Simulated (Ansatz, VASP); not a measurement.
## BaS in VASP and in Ansatz

```
CELL_PARAMETERS angstrom
3.83376 0.00000 0.00000
0.00000 3.83376 0.00000
0.00000 0.00000 3.83376
ATOMIC_POSITIONS crystal
Ba 0.00000 0.00000 0.00000
S 0.50000 0.50000 0.50000
```

Alike in both runs: task single point; functional PBE; k mesh 6 × 6 × 6; occupations fermi-dirac, width 0.02 eV; no spin polarisation.

|  | VASP | Ansatz |
| --- | --- | --- |
| version | VASP 6.6.1 | Ansatz 0.2.0 |
| potentials or method | VASP PAW PBE potentials, release 64 (Ba_sv, S) | plane waves, PAW |
| plane-wave cutoff (eV) | 520 | 420 |
| valence electrons in the cell | 16 | 16 |

|  | VASP | Ansatz | Ansatz less VASP |
| --- | --- | --- | --- |
| gap on the k mesh at the Fermi level (eV) | 1.43 | 1.56 | +0.130 |
| pressure (GPa) | 1.2 | 0.3 | -0.91 |

The functional is the same, so the differences come from potentials, cutoffs and numerics.

Spin-orbit coupling is off throughout.
